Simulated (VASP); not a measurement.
Here is a VASP 6.6.1 calculation.

Contents of INCAR:

```
PREC = Accurate
ENCUT = 520
EDIFF = 1E-7
ISMEAR = 0
SIGMA = 0.15
LREAL = F
LASPH = T
NELM = 100
ALGO = Fast
ISIF = 2
LWAVE = F
LCHARG = T
GGA = PS
LELF = T
LVHAR = T
NBANDS = 12
```

Contents of KPOINTS:

```
Automatic mesh
0
Gamma
  22 22 22
```

POSCAR

```
Ti
1.0
   -1.3311412423      1.3311412423      2.0843009573
    1.3311412423     -1.3311412423      2.0843009573
    1.3311412423      1.3311412423     -2.0843009573
Ti
1
Direct
    0.0000000000      0.0000000000      0.0000000000
```

Potentials or basis: VASP PAW PBE potentials, release 64 (Ti_sv).

Command:

```sh
$ cat potpaw_PBE.64/Ti_sv/POTCAR > POTCAR
$ mpirun -np 1 vasp_std > vasp.out
```

Task: Predict the pressure.

Result: 16.3 GPa.

Task: What does it give for the band gap on the k mesh?

Result: Zero (band 6 reaches 10.55 eV, above the bottom of band 7 at 9.18 eV).

Stress tensor (GPa, compression positive):
```
17.13  0.00  0.00
 0.00 17.13  0.00
 0.00  0.00 14.70
```

Caveat: the PAW data sets were made with another functional, which shifts forces and pressure a little.
